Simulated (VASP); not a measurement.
A run of VASP 6.6.1 is set up as follows.

Contents of INCAR:

```
SYSTEM = LiH
PREC = Accurate
ENCUT = 520
EDIFF = 1E-6
ISMEAR = 0
SIGMA = 0.01
LREAL = .False.
LASPH = .True.
NELM = 100
ALGO = Normal
ISIF = 2
LWAVE = .False.
LCHARG = .True.
GGA = PE
LELF = .True.
LVHAR = .True.
NBANDS = 9
```

KPOINTS

```
Automatic mesh
0
Gamma
  8 8 8
  0 0 0
```

Contents of POSCAR:

```
LiH
1.0
    2.5016587112      0.0000000000      0.0000000000
    0.0000000000      2.5016587112      0.0000000000
    0.0000000000      0.0000000000      2.5016587112
Li H
1 1
Direct
    0.0000000000      0.0000000000      0.0000000000
    0.5000000000      0.5000000000      0.5000000000
```

Potentials or basis: VASP PAW PBE potentials, release 64 (Li_sv, H).

Command:

```console
$ cat potpaw_PBE.64/Li_sv/POTCAR potpaw_PBE.64/H/POTCAR > POTCAR
$ mpirun -np 1 vasp_std > vasp.out
```

Question: What does it give for the band gap on the k mesh?

Answer: 0.73 eV, indirect (least direct gap 4.21 eV).

 A k mesh can miss the band edges.
